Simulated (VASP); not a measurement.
# BAs in VASP: a series of runs

The runs below take BAs through relaxation of the atoms, with r2SCAN.

Everything below comes from runs of VASP 6.6.1. Logs are shortened: lines on timing, memory, paths and dates and some standing lists are left out, and cuts for length are marked.

### 1 The cell of the first run

The cell holds a slab with vacuum, 6 atoms: a = 3.383 Å, b = 3.383 Å, c = 23.214 Å, α = 90.00°, β = 90.00°, γ = 120.00°.

### 2 Relaxation of the atoms, r2SCAN

The input, POSCAR:

```
BAs
1.0
    3.3826817390      0.0000000000      0.0000000000
   -1.6913408695      2.9294883189      0.0000000000
    0.0000000000      0.0000000000     23.2143831671
As B
3 3
Selective dynamics
Direct
    0.0000000000      0.0000000000      0.3661523091  F F F
    0.3333333333      0.6666666667      0.4851280343  F F F
    0.6666666667      0.3333333333      0.6041037596  T T T
    0.3333333333      0.6666666667      0.3958962404  F F F
    0.6666666667      0.3333333333      0.5148719657  T T T
    0.0000000000      0.0000000000      0.6338476909  T T T
```

The input, INCAR.step1:

```
SYSTEM = BAs
PREC = Accurate ; ENCUT = 520
ISMEAR = 0 ; SIGMA = 0.05
LREAL = .FALSE. ; LASPH = .TRUE.
NELM = 80 ; LDIPOL = .TRUE.
IDIPOL = 3 ; DIPOL = 0.5 0.5 0.500
GGA = PE ; ALGO = Normal
EDIFF = 1E-4 ; LWAVE = .TRUE.
LCHARG = .FALSE.
```

The input, INCAR.step2:

```
SYSTEM = BAs
PREC = Accurate ; ENCUT = 520
EDIFF = 1E-7 ; ISMEAR = 0
SIGMA = 0.05 ; LREAL = .FALSE.
LASPH = .TRUE. ; NELM = 80
ALGO = Normal ; ISIF = 2
LWAVE = .FALSE. ; LCHARG = .FALSE.
LDIPOL = .TRUE. ; IDIPOL = 3
DIPOL = 0.5 0.5 0.500 ; METAGGA = R2SCAN
LMIXTAU = .TRUE. ; IBRION = 2
NSW = 90 ; EDIFFG = -0.03
ISTART = 1
```

The input, KPOINTS:

```
regular mesh
0
G
  9 9 1
  0 0 0
```

Potentials or basis: VASP PAW PBE potentials, release 64 (As, B).

Launch:

```console
cat potpaw_PBE.64/As/POTCAR potpaw_PBE.64/B/POTCAR > POTCAR
cp INCAR.step1 INCAR
mpirun -np 1 vasp_std > vasp.out
cp INCAR.step2 INCAR
mpirun -np 1 vasp_std > vasp.out
```

OUTCAR:

```text
SYSTEM = BAs
   PREC = Accurate
   ENCUT = 520
   EDIFF = 1E-7
   ISMEAR = 0
   LREAL = .FALSE.
   LASPH = .TRUE.
   NELM = 80
   ISIF = 2
   METAGGA = R2SCAN
   IBRION = 2
   NSW = 90
   EDIFFG = -0.03
   ISTART = 1

 ion  position               nearest neighbor table
   1  0.000  0.000  0.366-   4 2.07   4 2.07   4 2.07
   2  0.333  0.667  0.485-   4 2.07   5 2.07   5 2.07   5 2.07
   3  0.667  0.333  0.604-   5 2.07   6 2.07   6 2.07   6 2.07
   4  0.333  0.667  0.396-   2 2.07   1 2.07   1 2.07   1 2.07
   5  0.667  0.333  0.515-   3 2.07   2 2.07   2 2.07   2 2.07
   6  0.000  0.000  0.634-   3 2.07   3 2.07   3 2.07

  LATTYP: Found a hexagonal cell.
 ALAT       =     3.3826817390
 C/A-ratio  =     6.8627157262

  Lattice vectors:

 A1 = (   3.3826817390,   0.0000000000,   0.0000000000)
 A2 = (  -1.6913408695,   2.9294883189,   0.0000000000)
 A3 = (   0.0000000000,   0.0000000000,  23.2143831671)

Analysis of symmetry for initial positions (statically):
=====================================================================
 Subroutine PRICEL returns:
 Original cell was already a primitive cell.

 Routine SETGRP: Setting up the symmetry group for a
 hexagonal supercell.

 Subroutine GETGRP returns: Found  6 space group operations
 (whereof  6 operations were pure point group operations)
 out of a pool of 24 trial point group operations.

The static configuration has the point symmetry C_3v.

Analysis of symmetry for dynamics (positions and initial velocities):
=====================================================================
 Subroutine PRICEL returns:
 Original cell was already a primitive cell.

 Routine SETGRP: Setting up the symmetry group for a
 hexagonal supercell.

 Subroutine GETGRP returns: Found  6 space group operations
 (whereof  6 operations were pure point group operations)
 out of a pool of 24 trial point group operations.

The dynamic configuration has the point symmetry C_3v.

Analysis of constrained symmetry for selective dynamics:
=====================================================================
 Subroutine PRICEL returns:
 Original cell was already a primitive cell.

 Routine SETGRP: Setting up the symmetry group for a
 hexagonal supercell.

 Subroutine GETGRP returns: Found  6 space group operations
 (whereof  6 operations were pure point group operations)
 out of a pool of 24 trial point group operations.

The constrained configuration has the point symmetry C_3v.

 Subroutine INISYM returns: Found  6 space group operations
 (whereof  6 operations are pure point group operations),
 and found     1 'primitive' translations

----------------------------------------------------------------------------------------

                                     Primitive cell

  volume of cell :     230.0435

  direct lattice vectors                    reciprocal lattice vectors
     3.382681739  0.000000000  0.000000000     0.295623436  0.170678271  0.000000000
    -1.691340870  2.929488319  0.000000000     0.000000000  0.341356541  0.000000000
     0.000000000  0.000000000 23.214383167     0.000000000  0.000000000  0.043076742

  length of vectors
     3.382681739  3.382681739 23.214383167     0.341356541  0.341356541  0.043076742

  position of ions in fractional coordinates (direct lattice)
     0.000000000  0.000000000  0.366152309
     0.333333333  0.666666667  0.485128034
     0.666666667  0.333333333  0.604103760
     0.333333333  0.666666667  0.395896240
     0.666666667  0.333333333  0.514871966
     0.000000000  0.000000000  0.633847691

  ion indices of the primitive-cell ions
   primitive index   ion index
                 1           1
                 2           2
                 3           3
                 4           4
                 5           5
                 6           6

----------------------------------------------------------------------------------------

 KPOINTS: regular mesh

Automatic generation of k-mesh.
 Grid dimensions read from file:
 generate k-points for:    9    9    1

 Generating k-lattice:

  Cartesian coordinates                     Fractional coordinates (reciprocal lattice)
     0.032847048  0.018964252  0.000000000     0.111111111  0.000000000  0.000000000
     0.000000000  0.037928505  0.000000000     0.000000000  0.111111111  0.000000000
     0.000000000  0.000000000  0.043076742     0.000000000  0.000000000  1.000000000

  Length of vectors
     0.037928505  0.037928505  0.043076742

  Shift w.r.t. Gamma in fractional coordinates (k-lattice)
     0.000000000  0.000000000  0.000000000

 Subroutine IBZKPT returns following result:
 ===========================================

 Found     12 irreducible k-points:

 Following reciprocal coordinates:
            Coordinates               Weight
  0.000000  0.000000  0.000000      1.000000
  0.111111 -0.000000  0.000000      6.000000
  0.222222  0.000000  0.000000      6.000000
  0.333333 -0.000000  0.000000      6.000000
  0.444444  0.000000  0.000000      6.000000
  0.111111  0.111111  0.000000      6.000000
  0.222222  0.111111  0.000000     12.000000
  0.333333  0.111111  0.000000     12.000000
  0.444444  0.111111  0.000000      6.000000
  0.222222  0.222222  0.000000      6.000000
  0.333333  0.222222  0.000000     12.000000
  0.333333  0.333333  0.000000      2.000000
   k-points           NKPTS =     12   k-points in BZ     NKDIM =     12   number of bands    NBANDS=     16
   number of dos      NEDOS =    301   number of ions     NIONS =      6
   total plane-waves  NPLWV = 141120
   dimension x,y,z NGX =    28 NGY =   28 NGZ =  180
   dimension x,y,z NGXF=    56 NGYF=   56 NGZF=  360
   ions per type =               3   3
   NGX,Y,Z   is equivalent  to a cutoff of  13.76, 13.76, 12.89 a.u.
   NGXF,Y,Z  is equivalent  to a cutoff of  27.52, 27.52, 25.78 a.u.
 SYSTEM =  BAs
   PREC   = accura    normal or accurate (medium, high low for compatibility)
   ISTART =      1    job   : 0-new  1-cont  2-samecut
   ICHARG =      0    charge: 1-file 2-atom 10-const
   ISPIN  =      1    spin polarized calculation?
   LNONCOLLINEAR =      F non collinear calculations
   LSORBIT =      F    spin-orbit coupling
   LASPH  =      T    aspherical Exc in radial PAW
   ENCUT  =  520.0 eV  38.22 Ry    6.18 a.u.   6.29  6.29 43.16*2*pi/ulx,y,z
   NELM   =     80;   NELMIN=  2; NELMDL=  0     # of ELM steps
   EDIFF  = 0.1E-06   stopping-criterion for ELM
   LREAL  =      F    real-space projection
   EDIFFG = -.3E-01   stopping-criterion for IOM
   NSW    =     90    number of steps for IOM
   IBRION =      2    ionic relax: 0-MD 1-quasi-New 2-CG
   NFREE  =      1    steps in history (QN), initial steepest desc. (CG)
   ISIF   =      2    stress and relaxation
   ISYM   =      2    0-nonsym 1-usesym 2-fastsym
   POTIM  = 0.5000    time-step for ionic-motion
   TEBEG  =    0.0;   TEEND  =   0.0 temperature during run
   PSTRESS=    0.0 pullay stress
   NELECT =      24.0000    total number of electrons
   NUPDOWN=      -1.0000    fix difference up-down
   EMIN   =  10.00;   EMAX   =-10.00  energy-range for DOS
   EFERMI =   0.00;   METHOD = LEGACY
   ISMEAR =     0;   SIGMA  =   0.05  broadening in eV -4-tet -1-fermi 0-gaus
   EFERMI_NEDOS =   21; number of points for ismear=-14 and -15
   IALGO  =     38    algorithm
   IMIX   =      4    mixing-type and parameters
     AMIX     =   0.40;   BMIX     =  1.00
     AMIX_MAG =   1.60;   BMIX_MAG =  1.00
  volume/ion in A,a.u.               =      38.34       258.74
  Fermi-wavevector in a.u.,A,eV,Ry     =   0.770682  1.456378  8.081191  0.593951
  Thomas-Fermi vector in A             =   1.871938
   LORBIT       =      0    0 simple, 1 ext, 2 COOP (PROOUT), +10 PAW based schemes
   METAGGA = R2SCAN    functional components
   LHFCALC =     F    Hartree Fock is set to
   AEXX    =    0.0000 exact exchange contribution
   IVDW    =     0    specifies the selected vdW correction
   LEPSILON=     F    determine dielectric tensor
   LRPA    =     F    only Hartree local field effects (RPA)
 conjugate gradient relaxation of ions
 non-spin polarized calculation
 Gauss-broadening in eV      SIGMA  =   0.05
  energy-cutoff  :      520.00
  volume of cell :      230.04
 maximum number of plane-waves:      6231
 NGX is ok and might be reduce to    28
   NGX = 13   NGY = 13   NGZ = 87

--------------------------------------- Ionic step        1  -------------------------------------------

 number of electron      24.0000000 magnetization

 Free energy of the ion-electron system (eV)
  ---------------------------------------------------
  ext. energy  EPLUGINS =         0.00000000
  ---------------------------------------------------
  free energy    TOTEN  =       -63.92808747 eV

  energy without entropy =      -63.92541713  energy(sigma->0) =      -63.92675230

------------------------ aborting loop because EDIFF is reached ----------------------------------------

  FORCE on cell =-STRESS in cart. coord.  units (eV):
  Direction    XX          YY          ZZ          XY          YZ          ZX
  --------------------------------------------------------------------------------------
  -------------------------------------------------------------------------------------
  Total       -1.5296411     -1.5296411      0.9290349      0.0000000     -0.0000000      0.0000000
  in kB      -10.6534452    -10.6534452      6.4704214      0.0000000     -0.0000000      0.0000000
  external PRESSURE =      -4.9454896 kB  Pullay stress =       0.0000000 kB
[... 265 lines left out ...]
  energy  without entropy=      -64.2154313929  energy(sigma->0) =      -64.21683977

--------------------------------------- Ionic step        8  -------------------------------------------

 number of electron      24.0000000 magnetization

 dipolmoment           0.000000      0.000000     -0.091348 electrons x Angstroem

 Free energy of the ion-electron system (eV)
  ---------------------------------------------------
  ext. energy  EPLUGINS =         0.00000000
  ---------------------------------------------------
  free energy    TOTEN  =       -64.21883264 eV

  energy without entropy =      -64.21601685  energy(sigma->0) =      -64.21742475

 E-fermi :  -1.2175     XC(G=0):  -4.5612

 val. band max:       -1.3294066342   @ k =   0.2222   0.2222   0.0000
 cond. band min:      -1.1815497993   @ k =   0.3333   0.2222   0.0000
 fundamental gap:      0.1478568349
 Fermi energy:        -1.2174985664

 k-point     1 :       0.0000    0.0000    0.0000
  band No.  band energies     occupation
      1     -17.1711      2.00000
      2     -16.0548      2.00000
      3     -14.2375      2.00000
      4      -8.8143      2.00000
      5      -5.9408      2.00000
      6      -3.5875      2.00000
[... 8 lines left out ...]
     15       2.5554      0.00000
     16       2.7522      0.00000
[... 194 lines left out ...]
      2     -13.1929      2.00000
      3     -11.4143      2.00000
      4     -10.5517      2.00000
      5      -9.6857      2.00000
      6      -8.7934      2.00000
[... 8 lines left out ...]
     15       3.0680      0.00000
     16       4.6887      0.00000

------------------------ aborting loop because EDIFF is reached ----------------------------------------

 vacuum level on the upper side and lower side of the slab       (xc-potential included)        -0.837         0.790

  FORCE on cell =-STRESS in cart. coord.  units (eV):
  Direction    XX          YY          ZZ          XY          YZ          ZX
  --------------------------------------------------------------------------------------
  -------------------------------------------------------------------------------------
  Total       -1.0534981     -1.0534981      1.1888768      0.0000000      0.0000000      0.0000000
  in kB       -7.3372662     -7.3372662      8.2801341      0.0000000      0.0000000      0.0000000
  external PRESSURE =      -2.1314661 kB  Pullay stress =       0.0000000 kB

 VOLUME and BASIS-vectors are now :
 -----------------------------------------------------------------------------
  energy-cutoff  :      520.00
  volume of cell :      230.04
      direct lattice vectors                 reciprocal lattice vectors
     3.382681739  0.000000000  0.000000000     0.295623436  0.170678271  0.000000000
    -1.691340870  2.929488319  0.000000000     0.000000000  0.341356541  0.000000000
     0.000000000  0.000000000 23.214383167     0.000000000  0.000000000  0.043076742
[... 12 lines left out ...]
  FREE ENERGIE OF THE ION-ELECTRON SYSTEM (eV)
  ---------------------------------------------------
  free  energy   TOTEN  =       -64.2188326449 eV

  energy  without entropy=      -64.2160168504  energy(sigma->0) =      -64.21742475

 reached required accuracy - stopping structural energy minimisation

 vacuum level on the upper side and lower side of the slab         3.061         4.723
```

Wall time 1.6 h (1 thread of Intel Xeon 8259CL, shared host); peak memory 0.46 GiB.

What came out:

```yaml
Free_energy: -64.2188 eV
Energy_gained_by_relaxing: 48.5 meV/atom
Ionic_steps: 8
Band_gap_on_the_k_mesh: zero (bands 12 and 13 overlap by 0.14 eV)
```

Step by step:
```
step  energy change (eV)  largest force on free atoms (eV/Å)  pressure (GPa)
   1              0.0000                              2.5038           -0.49
   2             -0.2719                              0.4635           -0.36
   3             -0.2880                              0.1414           -0.27
   4             -0.2879                              0.1340           -0.28
   5             -0.2892                              0.0855           -0.28
   6             -0.2899                              0.0420           -0.28
   7             -0.2902                              0.0363           -0.26
   8             -0.2907                              0.0250           -0.21
```

Final structure:
```cif
data_structure
_symmetry_space_group_name_H-M 'P 1'
_symmetry_Int_Tables_number 1
_cell_length_a 3.3827
_cell_length_b 3.3827
_cell_length_c 23.2144
_cell_angle_alpha 90.000
_cell_angle_beta 90.000
_cell_angle_gamma 120.000
_cell_volume 230.04
loop_
_atom_site_label
_atom_site_type_symbol
_atom_site_fract_x
_atom_site_fract_y
_atom_site_fract_z
_atom_site_occupancy
As1 As 0.00000 0.00000 0.36615 1
As2 As 0.33333 0.66667 0.48513 1
As3 As 0.66667 0.33333 0.61050 1
B1 B 0.33333 0.66667 0.39590 1
B2 B 0.66667 0.33333 0.51319 1
B3 B 0.00000 0.00000 0.62756 1
```

Caveat: the PAW data sets were made with another functional, which shifts forces and pressure a little.

### 3 Relaxation of the atoms, r2SCAN

The input, POSCAR:

```
BAs
1.0
    3.3826817429      0.0000000000      0.0000000000
   -1.6913408714      2.9294883223      0.0000000000
    0.0000000000      0.0000000000     23.2143831742
As B
3 3
Selective dynamics
Direct
    0.0000000000      0.0000000000      0.3661523089  F F F
    0.3333333333      0.6666666667      0.4851280343  F F F
    0.6666666667      0.3333333333      0.6041037597  T T T
    0.3333333333      0.6666666667      0.3958962403  F F F
    0.6666666667      0.3333333333      0.5148719657  T T T
    0.0000000000      0.0000000000      0.6338476911  T T T
```

The input, INCAR.step1:

```
SYSTEM = BAs
PREC = Accurate ; ENCUT = 500
ISMEAR = 0 ; SIGMA = 0.05
LREAL = .FALSE. ; LASPH = .TRUE.
NELM = 120 ; LDIPOL = .TRUE.
IDIPOL = 3 ; DIPOL = 0.5 0.5 0.500
GGA = PE ; ALGO = Normal
EDIFF = 1E-5 ; LWAVE = .TRUE.
LCHARG = .FALSE. ; GGA_COMPAT = .FALSE.
IBRION = 2 ; EDIFFG = -0.01
NELMIN = 4 ; NSW = 100
NELMDL = -8
```

The input, INCAR.step2:

```
SYSTEM = BAs
PREC = Accurate ; ENCUT = 500
EDIFF = 1E-7 ; ISMEAR = 0
SIGMA = 0.05 ; LREAL = .FALSE.
LASPH = .TRUE. ; NELM = 120
ALGO = Normal ; ISIF = 2
LWAVE = .FALSE. ; LCHARG = .FALSE.
LDIPOL = .TRUE. ; IDIPOL = 3
DIPOL = 0.5 0.5 0.500 ; METAGGA = R2SCAN
LMIXTAU = .TRUE. ; IBRION = 2
NSW = 90 ; EDIFFG = -0.03
ISTART = 1 ; GGA_COMPAT = .FALSE.
NELMIN = 4
```

KPOINTS is that of step 2.

Potentials or basis: VASP PAW PBE potentials, release 64 (As, B).

Launch:

```console
cat potpaw_PBE.64/As/POTCAR potpaw_PBE.64/B/POTCAR > POTCAR
cp INCAR.step1 INCAR
mpirun -np 1 vasp_std > vasp.out
cp INCAR.step2 INCAR
mpirun -np 1 vasp_std > vasp.out
```

It took 53 min on 1 thread of Oxide Virtual Turin-like, shared host; peak memory 0.42 GiB.

Results (log left out):

| Quantity | Value |
| --- | --- |
| Free energy | -64.2175 eV |
| Energy gained by relaxing | 48.5 meV/atom |
| Ionic steps | 8 |
| Band gap on the k mesh | zero (bands 12 and 13 overlap by 0.14 eV) |

Step by step:
```
step  energy change (eV)  largest force on free atoms (eV/Å)  pressure (GPa)
   1              0.0000                              2.5039           -0.49
   2             -0.2719                              0.4633           -0.36
   3             -0.2880                              0.1414           -0.27
   4             -0.2880                              0.1340           -0.28
   5             -0.2892                              0.0853           -0.28
   6             -0.2899                              0.0418           -0.28
   7             -0.2902                              0.0362           -0.26
   8             -0.2907                              0.0255           -0.21
```

Final structure:
```xyz
6
Lattice="3.3827 0.0000 0.0000 -1.6913 2.9295 0.0000 0.0000 0.0000 23.2144" Properties=species:S:1:pos:R:3 pbc="T T T"
As    0.0000    0.0000    8.5000
As    0.0000    1.9530   11.2619
As    1.6913    0.9765   14.1730
B     0.0000    1.9530    9.1905
B     1.6913    0.9765   11.9137
B    -1.6913    2.9295   14.5692
```

Levels at points of the mesh, in eV from the Fermi level:
| k point | band 10 | band 11 | band 12 | band 13 | band 14 | band 15 |
| --- | --- | --- | --- | --- | --- | --- |
| (0.00, 0.00, 0.00) | -0.83 | 0.18 | 0.18 | 1.53 | 2.91 | 3.77 |

Caveat: the PAW data sets were made with another functional, which shifts forces and pressure a little.

The gap in the log of VASP goes by the Fermi energy; the results here count the filled bands.